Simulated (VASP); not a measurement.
SiC3:

```
Si C
1.0
     2.72933    0.00000    0.00000
    -1.36467    2.36367    0.00000
     0.00000    0.00000    4.69848
Si C
1 3
Direct
  0.33333 0.66667 0.00000
  0.33333 0.66667 0.50000
  0.66667 0.33333 0.27711
  0.66667 0.33333 0.72289
```

```yaml
Program: VASP 6.6.1
Task: relaxation of cell and atoms
Functional: PBE
Potentials_or_basis: VASP PAW PBE potentials, release 64 (Si, C)
Cutoff: 600 eV
k_mesh: 6 × 6 × 4
Occupations: gaussian, width 0.1 eV
Spin: no spin polarisation
```

At the start: pressure 1.8 GPa; volume 7.58 Å³/atom.

How do energy, volume and symmetry change on relaxing?

Over 6 steps the energy falls by 6.3 meV/atom and the volume is 7.57 Å³/atom (-0.1 %); space group P-6m2 (No. 187, to 0.05 Å).

The path:
```csv
step,energy change (eV),largest force (eV/Å),pressure (GPa),volume (Å³)
1,0.0000,0.0728,1.77,30.31
2,-0.0094,0.3598,-2.36,30.67
3,-0.0187,0.2780,-0.99,30.52
4,-0.0187,0.2717,-0.90,30.51
5,-0.0241,0.1285,-0.41,30.38
6,-0.0253,0.0235,-0.02,30.29
```

Final structure:
```
CELL_PARAMETERS angstrom
2.70622 0.00000 0.00000
-1.35311 2.34366 0.00000
0.00000 0.00000 4.77538
ATOMIC_POSITIONS crystal
Si 0.33333 0.66667 0.00000
C 0.33333 0.66667 0.50000
C 0.66667 0.33333 0.28194
C 0.66667 0.33333 0.71806
```

Caveat: the k points lie up to 0.45 Å⁻¹ apart in the final cell.
